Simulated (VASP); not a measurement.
# AsS3 (Pm-3m) in VASP: a series of runs

Runs on AsS3. Level: PBE. Tasks: single point, relaxation of cell and atoms.

All numbers are computed with VASP 6.6.1; they aren't measurements. Logs are shortened: lines on timing, memory, paths and dates and some standing lists are left out, and cuts for length are marked.

## (1) The cell of the first run

The structure is cubic, space group Pm-3m (No. 221). The conventional cell has a = 4.090 Å, b = 4.090 Å, c = 4.090 Å, α = 90.00°, β = 90.00°, γ = 90.00°. Within 3.8 Å of As (site symmetry m-3m) lie 12 S at 2.89 Å. Within 3.8 Å of S (site symmetry 4/mmm) lie 4 As at 2.89 Å and 8 S at 2.89 Å.

## (2) Single point, PBE

Contents of INCAR:

```
SYSTEM = AsS3
PREC = Accurate
ENCUT = 520
EDIFF = 1E-7
ISMEAR = 0
SIGMA = 0.1
LREAL = .False.
LASPH = .True.
NELM = 100
ALGO = Normal
ISIF = 2
LWAVE = .False.
LCHARG = .False.
GGA = PE
NBANDS = 20
```

Contents of KPOINTS:

```
Automatic mesh
0
Gamma
  4 4 4
  0 0 0
```

Contents of POSCAR:

```
AsS3
1.0
    4.0897977133      0.0000000000      0.0000000000
    0.0000000000      4.0897977133      0.0000000000
    0.0000000000      0.0000000000      4.0897977133
As S
1 3
Direct
    0.0000000000      0.0000000000      0.0000000000
    0.0000000000      0.5000000000      0.5000000000
    0.5000000000      0.0000000000      0.5000000000
    0.5000000000      0.5000000000      0.0000000000
```

Potentials or basis: VASP PAW PBE potentials, release 64 (As, S).

Run with:

```sh
cat potpaw_PBE.64/As/POTCAR potpaw_PBE.64/S/POTCAR > POTCAR
mpirun -np 1 vasp_std > vasp.out
```

OUTCAR:

```text
SYSTEM = AsS3
   PREC = Accurate
   ENCUT = 520
   EDIFF = 1E-7
   ISMEAR = 0
   LREAL = .False.
   LASPH = .True.
   NELM = 100
   ISIF = 2
   GGA = PE

 ion  position               nearest neighbor table
   1  0.000  0.000  0.000-
   2  0.000  0.500  0.500-
   3  0.500  0.000  0.500-
   4  0.500  0.500  0.000-

  LATTYP: Found a simple cubic cell.
 ALAT       =     4.0897977133

  Lattice vectors:

 A1 = (   4.0897977133,   0.0000000000,   0.0000000000)
 A2 = (   0.0000000000,   4.0897977133,   0.0000000000)
 A3 = (   0.0000000000,   0.0000000000,   4.0897977133)

Analysis of symmetry for initial positions (statically):
=====================================================================
 Subroutine PRICEL returns:
 Original cell was already a primitive cell.

 Routine SETGRP: Setting up the symmetry group for a
 simple cubic supercell.

 Subroutine GETGRP returns: Found 48 space group operations
 (whereof 48 operations were pure point group operations)
 out of a pool of 48 trial point group operations.

The static configuration has the point symmetry O_h .

Analysis of symmetry for dynamics (positions and initial velocities):
=====================================================================
 Subroutine PRICEL returns:
 Original cell was already a primitive cell.

 Routine SETGRP: Setting up the symmetry group for a
 simple cubic supercell.

 Subroutine GETGRP returns: Found 48 space group operations
 (whereof 48 operations were pure point group operations)
 out of a pool of 48 trial point group operations.

The dynamic configuration has the point symmetry O_h .

 Subroutine INISYM returns: Found 48 space group operations
 (whereof 48 operations are pure point group operations),
 and found     1 'primitive' translations

----------------------------------------------------------------------------------------

                                     Primitive cell

  volume of cell :      68.4078

  direct lattice vectors                    reciprocal lattice vectors
     4.089797713  0.000000000  0.000000000     0.244510871  0.000000000  0.000000000
     0.000000000  4.089797713  0.000000000     0.000000000  0.244510871  0.000000000
     0.000000000  0.000000000  4.089797713     0.000000000  0.000000000  0.244510871

  length of vectors
     4.089797713  4.089797713  4.089797713     0.244510871  0.244510871  0.244510871

  position of ions in fractional coordinates (direct lattice)
     0.000000000  0.000000000  0.000000000
     0.000000000  0.500000000  0.500000000
     0.500000000  0.000000000  0.500000000
     0.500000000  0.500000000  0.000000000

  ion indices of the primitive-cell ions
   primitive index   ion index
                 1           1
                 2           2
                 3           3
                 4           4

----------------------------------------------------------------------------------------

 KPOINTS: Automatic mesh

Automatic generation of k-mesh.
 Grid dimensions read from file:
 generate k-points for:    4    4    4

 Generating k-lattice:

  Cartesian coordinates                     Fractional coordinates (reciprocal lattice)
     0.061127718  0.000000000  0.000000000     0.250000000  0.000000000  0.000000000
     0.000000000  0.061127718  0.000000000     0.000000000  0.250000000  0.000000000
     0.000000000  0.000000000  0.061127718     0.000000000  0.000000000  0.250000000

  Length of vectors
     0.061127718  0.061127718  0.061127718

  Shift w.r.t. Gamma in fractional coordinates (k-lattice)
     0.000000000  0.000000000  0.000000000

 Subroutine IBZKPT returns following result:
 ===========================================

 Found     10 irreducible k-points:

 Following reciprocal coordinates:
            Coordinates               Weight
  0.000000  0.000000  0.000000      1.000000
  0.250000  0.000000  0.000000      6.000000
  0.500000  0.000000  0.000000      3.000000
  0.250000  0.250000  0.000000     12.000000
  0.500000  0.250000  0.000000     12.000000
  0.500000  0.500000  0.000000      3.000000
  0.250000  0.250000  0.250000      8.000000
  0.500000  0.250000  0.250000     12.000000
  0.500000  0.500000  0.250000      6.000000
  0.500000  0.500000  0.500000      1.000000
   k-points           NKPTS =     10   k-points in BZ     NKDIM =     10   number of bands    NBANDS=     20
   number of dos      NEDOS =    301   number of ions     NIONS =      4
   total plane-waves  NPLWV =  27000
   dimension x,y,z NGX =    30 NGY =   30 NGZ =   30
   dimension x,y,z NGXF=    60 NGYF=   60 NGZF=   60
   ions per type =               1   3
   NGX,Y,Z   is equivalent  to a cutoff of  12.19, 12.19, 12.19 a.u.
   NGXF,Y,Z  is equivalent  to a cutoff of  24.39, 24.39, 24.39 a.u.
 SYSTEM =  AsS3
   PREC   = accura    normal or accurate (medium, high low for compatibility)
   ISTART =      0    job   : 0-new  1-cont  2-samecut
   ICHARG =      2    charge: 1-file 2-atom 10-const
   ISPIN  =      1    spin polarized calculation?
   LNONCOLLINEAR =      F non collinear calculations
   LSORBIT =      F    spin-orbit coupling
   LASPH  =      T    aspherical Exc in radial PAW
   ENCUT  =  520.0 eV  38.22 Ry    6.18 a.u.   7.60  7.60  7.60*2*pi/ulx,y,z
   NELM   =    100;   NELMIN=  2; NELMDL= -5     # of ELM steps
   EDIFF  = 0.1E-06   stopping-criterion for ELM
   LREAL  =      F    real-space projection
   EDIFFG = 0.1E-05   stopping-criterion for IOM
   NSW    =      0    number of steps for IOM
   IBRION =     -1    ionic relax: 0-MD 1-quasi-New 2-CG
   NFREE  =      0    steps in history (QN), initial steepest desc. (CG)
   ISIF   =      2    stress and relaxation
   ISYM   =      2    0-nonsym 1-usesym 2-fastsym
   POTIM  = 0.5000    time-step for ionic-motion
   TEBEG  =    0.0;   TEEND  =   0.0 temperature during run
   PSTRESS=    0.0 pullay stress
   NELECT =      23.0000    total number of electrons
   NUPDOWN=      -1.0000    fix difference up-down
   EMIN   =  10.00;   EMAX   =-10.00  energy-range for DOS
   EFERMI =   0.00;   METHOD = LEGACY
   ISMEAR =     0;   SIGMA  =   0.10  broadening in eV -4-tet -1-fermi 0-gaus
   EFERMI_NEDOS =   21; number of points for ismear=-14 and -15
   IALGO  =     38    algorithm
   IMIX   =      4    mixing-type and parameters
     AMIX     =   0.40;   BMIX     =  1.00
     AMIX_MAG =   1.60;   BMIX_MAG =  1.00
  volume/ion in A,a.u.               =      17.10       115.41
  Fermi-wavevector in a.u.,A,eV,Ry     =   1.138367  2.151202 17.631509  1.295879
  Thomas-Fermi vector in A             =   2.275071
   LORBIT       =      0    0 simple, 1 ext, 2 COOP (PROOUT), +10 PAW based schemes
   GGA     = PE    functional components
   LHFCALC =     F    Hartree Fock is set to
   AEXX    =    0.0000 exact exchange contribution
   IVDW    =     0    specifies the selected vdW correction
   LEPSILON=     F    determine dielectric tensor
   LRPA    =     F    only Hartree local field effects (RPA)
 non-spin polarized calculation
 Gauss-broadening in eV      SIGMA  =   0.10
  energy-cutoff  :      520.00
  volume of cell :       68.41
 maximum number of plane-waves:      1856
   NGX = 15   NGY = 15   NGZ = 15

 number of electron      22.9999989 magnetization

 Free energy of the ion-electron system (eV)
  ---------------------------------------------------
  ext. energy  EPLUGINS =         0.00000000
  ---------------------------------------------------
  free energy    TOTEN  =       -12.98943508 eV

  energy without entropy =      -12.95214904  energy(sigma->0) =      -12.97079206

 E-fermi :   6.7975     XC(G=0): -10.9141

 val. band max:        6.7829413810   @ k =   0.2500   0.2500   0.2500
 cond. band min:       6.8180319394   @ k =   0.5000   0.2500   0.0000
 fundamental gap:      0.0350905584
 Fermi energy:         6.7974901306

 k-point     1 :       0.0000    0.0000    0.0000
  band No.  band energies     occupation
      1      -9.2540      2.00000
      2      -4.2619      2.00000
      3      -4.2619      2.00000
      4      -2.2236      2.00000
      5       0.8008      2.00000
      6       0.8008      2.00000
[... 12 lines left out ...]
     19      12.5815      0.00000
     20      12.7903      0.00000

 k-point     2 :       0.2500    0.0000    0.0000
  band No.  band energies     occupation
      1      -8.7898      2.00000
      2      -5.4398      2.00000
      3      -4.1730      2.00000
      4      -2.5822      2.00000
      5       1.2799      2.00000
      6       1.2799      2.00000
[... 12 lines left out ...]
     19      13.8926      0.00000
     20      14.6760      0.00000

 k-point     3 :       0.5000    0.0000    0.0000
  band No.  band energies     occupation
      1      -7.6254      2.00000
      2      -7.2173      2.00000
      3      -4.0790      2.00000
      4      -2.5689      2.00000
      5       2.5192      2.00000
      6       2.5192      2.00000
[... 12 lines left out ...]
     19      15.7842      0.00000
     20      16.3288      0.00000

 k-point     4 :       0.2500    0.2500    0.0000
  band No.  band energies     occupation
      1      -8.3383      2.00000
      2      -5.3947      2.00000
      3      -4.8978      2.00000
      4      -3.1306      2.00000
      5       1.7535      2.00000
      6       2.5899      2.00000
[... 12 lines left out ...]
     19      15.0877      0.00000
     20      15.4872      0.00000

 k-point     5 :       0.5000    0.2500    0.0000
  band No.  band energies     occupation
      1      -7.2240      2.00000
      2      -6.8239      2.00000
      3      -4.7489      2.00000
      4      -3.4408      2.00000
      5       2.1777      2.00000
      6       2.3616      2.00000
[... 12 lines left out ...]
     19      16.5486      0.00000
     20      16.9696      0.00000

 k-point     6 :       0.5000    0.5000    0.0000
  band No.  band energies     occupation
      1      -6.1426      2.00000
      2      -6.1426      2.00000
      3      -6.0977      2.00000
      4      -4.5596      2.00000
      5       2.7979      2.00000
      6       2.9953      2.00000
[... 12 lines left out ...]
     19      16.5265      0.00000
     20      16.7109      0.00000

 k-point     7 :       0.2500    0.2500    0.2500
  band No.  band energies     occupation
      1      -7.9042      2.00000
      2      -5.2213      2.00000
      3      -5.2213      2.00000
      4      -3.6416      2.00000
      5       1.5705      2.00000
      6       1.5705      2.00000
[... 12 lines left out ...]
     19      14.3470      0.00000
     20      17.0899      0.00000

 k-point     8 :       0.5000    0.2500    0.2500
  band No.  band energies     occupation
      1      -6.8596      2.00000
      2      -6.4756      2.00000
      3      -5.0238      2.00000
      4      -3.6682      2.00000
      5       0.7487      2.00000
      6       0.7554      2.00000
[... 12 lines left out ...]
     19      16.4994      0.00000
     20      16.5671      0.00000

 k-point     9 :       0.5000    0.5000    0.2500
  band No.  band energies     occupation
      1      -5.9377      2.00000
      2      -5.9377      2.00000
      3      -5.9120      2.00000
      4      -4.2158      2.00000
      5       0.8862      2.00000
      6       0.8862      2.00000
[... 12 lines left out ...]
     19      17.0124      0.00000
     20      17.3155      0.00000

 k-point    10 :       0.5000    0.5000    0.5000
  band No.  band energies     occupation
      1      -5.6970      2.00000
      2      -5.6970      2.00000
      3      -5.6970      2.00000
      4      -3.7337      2.00000
      5      -0.1973      2.00000
      6      -0.1973      2.00000
[... 12 lines left out ...]
     19      15.9408      0.00000
     20      17.0721      0.00000

------------------------ aborting loop because EDIFF is reached ----------------------------------------

  FORCE on cell =-STRESS in cart. coord.  units (eV):
  Direction    XX          YY          ZZ          XY          YZ          ZX
  --------------------------------------------------------------------------------------
  -------------------------------------------------------------------------------------
  Total       -0.0485107     -0.0485107     -0.0485107     -0.0000000     -0.0000000      0.0000000
  in kB       -1.1361685     -1.1361685     -1.1361685     -0.0000000     -0.0000000      0.0000000
  external PRESSURE =      -1.1361685 kB  Pullay stress =       0.0000000 kB

 VOLUME and BASIS-vectors are now :
 -----------------------------------------------------------------------------
  energy-cutoff  :      520.00
  volume of cell :       68.41
      direct lattice vectors                 reciprocal lattice vectors
     4.089797713  0.000000000  0.000000000     0.244510871  0.000000000  0.000000000
     0.000000000  4.089797713  0.000000000     0.000000000  0.244510871  0.000000000
     0.000000000  0.000000000  4.089797713     0.000000000  0.000000000  0.244510871

 POSITION                                       TOTAL-FORCE (eV/Angst)
 -----------------------------------------------------------------------------------
      0.00000      0.00000      0.00000         0.000000      0.000000      0.000000
      0.00000      2.04490      2.04490         0.000000      0.000000      0.000000
      2.04490      0.00000      2.04490         0.000000      0.000000      0.000000
      2.04490      2.04490      0.00000         0.000000      0.000000      0.000000
 -----------------------------------------------------------------------------------
    total drift:                                0.000000      0.000000     -0.000000

  FREE ENERGIE OF THE ION-ELECTRON SYSTEM (eV)
  ---------------------------------------------------
  free  energy   TOTEN  =       -12.9894350811 eV

  energy  without entropy=      -12.9521490388  energy(sigma->0) =      -12.97079206
```

It took 8.9 s on 1 thread of Intel Xeon Platinum 8488C (Sapphire Rapids), shared host; peak memory 0.16 GiB.

What came out:

| Item | Value |
| --- | --- |
| Free energy | -12.9894 eV |
| Pressure | -0.1 GPa |

Caveat: the k points lie up to 0.38 Å⁻¹ apart.

## (3) Relaxation of cell and atoms, PBE

This run uses another cell than the first one, of 20.51 Å³/atom, 1.199 times its volume.

Contents of INCAR:

```
SYSTEM = AsS3
PREC = Accurate ; ENCUT = 600
EDIFF = 1E-6 ; ISMEAR = 0
SIGMA = 0.1 ; LREAL = .FALSE.
LASPH = .TRUE. ; NELM = 60
ALGO = Normal ; ISIF = 3
LWAVE = .FALSE. ; LCHARG = .FALSE.
GGA = PE ; IBRION = 2
NSW = 90 ; EDIFFG = -0.04
```

Contents of KPOINTS:

```
regular mesh
0
G
  4 4 4
  0 0 0
```

Contents of POSCAR:

```
AsS3
1.0
    4.3450338300      0.0000000000      0.0000000000
    0.0000000000      4.3450338300      0.0000000000
    0.0000000000      0.0000000000      4.3450338300
As S
1 3
Direct
    0.0000000000      0.0000000000      0.0000000000
    0.0000000000      0.5000000000      0.5000000000
    0.5000000000      0.0000000000      0.5000000000
    0.5000000000      0.5000000000      0.0000000000
```

Potentials or basis: VASP PAW PBE potentials, release 64 (As, S).

Run with:

```sh
cat potpaw_PBE.64/As/POTCAR potpaw_PBE.64/S/POTCAR > POTCAR
mpirun -np 1 vasp_std > vasp.out
```

Wall time 17 s (1 thread of Intel Xeon Platinum 8488C (Sapphire Rapids), shared host); peak memory 0.21 GiB.

The run converged. Its results:

| Property | Result |
| --- | --- |
| Free energy | -12.9905 eV |
| Relaxed volume | 17.06 Å³/atom |
| Relaxed cell | a = 4.086 Å, b = 4.086 Å, c = 4.086 Å, α = 90.00°, β = 90.00°, γ = 90.00° |
| Space group after relaxing (to 0.05 Å) | Pm-3m (No. 221) |
| Energy gained by relaxing | 120.5 meV/atom |
| Ionic steps | 2 |
| Pressure after relaxing | 0.1 GPa |

The path:
```tsv
step	energy change (eV)	largest force (eV/Å)	pressure (GPa)	volume (Å³)
1	0.0000	0.0000	-9.64	82.03
2	-0.4820	0.0000	0.12	68.24
```

Final structure:
```
As S
1.0
     4.08643    0.00000    0.00000
     0.00000    4.08643    0.00000
     0.00000    0.00000    4.08643
As S
1 3
Direct
  0.00000 0.00000 0.00000
  0.00000 0.50000 0.50000
  0.50000 0.00000 0.50000
  0.50000 0.50000 0.00000
```

Levels at points of the mesh, in eV from the Fermi level:
```csv
k point,band 10,band 11,band 12,band 13,band 14,band 15
"(0.00, 0.00, 0.00)",-1.04,-0.03,-0.03,-0.03,4.04,4.04
"(0.50, 0.00, 0.00)",-2.05,-0.74,-0.12,0.52,0.52,1.93
"(0.50, 0.50, 0.00)",-2.62,-2.49,-1.18,1.33,1.44,3.06
"(0.50, 0.50, 0.50)",1.46,1.46,1.60,1.60,3.88,3.88
```

Caveat: the k points lie up to 0.38 Å⁻¹ apart in the final cell; the volume moved by over 15 % at a fixed basis, so the end points are rough.
